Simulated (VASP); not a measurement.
Write the native input for VASP 6.6.1 that does the following.

```yaml
Task: single point
Functional: PBE
Dispersion: D3(BJ)
Potentials_or_basis: VASP PAW PBE potentials, release 64 (Ti_sv, H)
Cutoff: 520 eV
k_mesh: 3 × 2 × 4
Occupations: gaussian, width 0.05 eV
Spin: no spin polarisation
Dipole_correction: no
Further_INCAR_settings: ALGO = Normal; EDIFF = 1e-07; NBANDS = 84
```

The structure of Ti12H (a cell with a defect) lies in POSCAR:

```
Ti12H
1.0
    5.9000000000      0.0000000000      0.0000000000
   -4.4250000000      7.6643250000      0.0000000000
    0.0000000000      0.0000000000      4.6846000000
Ti H
12 1
Direct
    0.0021474072      0.0021999328      0.0073227170
    0.1646370930      0.2183032426      0.5022181189
    0.0112186641      0.3287057895      0.0041316228
    0.1719876161      0.5589346746      0.4959772446
    0.0062937170      0.6763251819      0.0011983947
    0.1666720656      0.8909704377      0.5016374931
    0.4985874269     -0.0010773291      0.0023602869
    0.6652426861      0.2171165758      0.4962652094
    0.4868677155      0.3278774060      0.0022337019
    0.6602379099      0.5573612810      0.4935215387
    0.5026445878      0.6698944786     -0.0018682492
    0.6664753068      0.8885998441      0.4985445929
    0.8315752000      0.4446482893      0.6261729924
```

One way to write it, as run:

INCAR

```
  PREC = Accurate
  ENCUT = 520
  EDIFF = 1E-7
  ISMEAR = 0
  SIGMA = 0.05
  LREAL = F
  LASPH = T
  NELM = 80
  ALGO = Normal
  ISIF = 2
  LWAVE = F
  LCHARG = T
  GGA = PE
  IVDW = 12
  LELF = T
  LVHAR = T
  NBANDS = 84
```

KPOINTS

```
regular mesh
0
Gamma
  3 2 4
```

Potentials or basis: VASP PAW PBE potentials, release 64 (Ti_sv, H).

The run is started by

```sh
$ cat potpaw_PBE.64/Ti_sv/POTCAR potpaw_PBE.64/H/POTCAR > POTCAR
$ mpirun -np 1 vasp_std > vasp.out
```

It gave:

The pressure is -6.1 GPa. The largest force is 0.666 eV/Å. The band gap on the k mesh is zero (an odd number of electrons rules out a gap without spin polarisation) and the dispersion energy per atom is -0.560 eV.

Caveat: the k points lie up to 0.41 Å⁻¹ apart, too coarse for converged energies and pressures of a metal.

Wall time 14 min on 1 thread of Oxide Virtual Turin-like Processor, with other jobs on the host, peak memory 0.4 GiB.
